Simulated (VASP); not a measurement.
LuVO4, 12 atoms in the cell. It takes space group I4_1/a (No. 88, tetragonal). Conventional cell: a = 4.841 Å, b = 4.841 Å, c = 10.573 Å, α = 90.00°, β = 90.00°, γ = 90.00°. Lu (site symmetry -4) has 8 O at 2.22 to 2.25 Å within 2.9 Å. V (site symmetry -4) has 4 O at 1.71 Å within 2.3 Å. Within 2.3 Å of O (site symmetry 1) lie 1 V at 1.71 Å and 2 Lu at 2.22 to 2.25 Å. 

- Program: VASP 6.6.1
- Task: single point
- Functional: PBEsol
- Potentials or basis: VASP PAW PBE potentials, release 64 (Lu, V_sv, O)
- Cutoff: 520 eV
- k mesh: 8 × 8 × 8
- Occupations: gaussian, width 0.02 eV
- Spin: no spin polarisation
- Dipole correction: no
- Further INCAR settings: ALGO = Normal; EDIFF = 1e-07; NBANDS = 74

Potentials or basis: VASP PAW PBE potentials, release 64 (Lu, V_sv, O).

Launch:

```bash
$ cat potpaw_PBE.64/Lu/POTCAR potpaw_PBE.64/V_sv/POTCAR potpaw_PBE.64/O/POTCAR > POTCAR
$ mpirun -np 1 vasp_std > vasp.out
```

Hardware: 1 thread of AMD EPYC 7R43 64-Core Processor (Zen 3), with other jobs on the host.

Question: Estimate the wall time of this run.

Answer: It took 47 min on 1 thread of AMD EPYC 7R43 64-Core Processor (Zen 3), on a shared host, peak memory 0.68 GiB. Counts: scf iterations 20, k points 78.
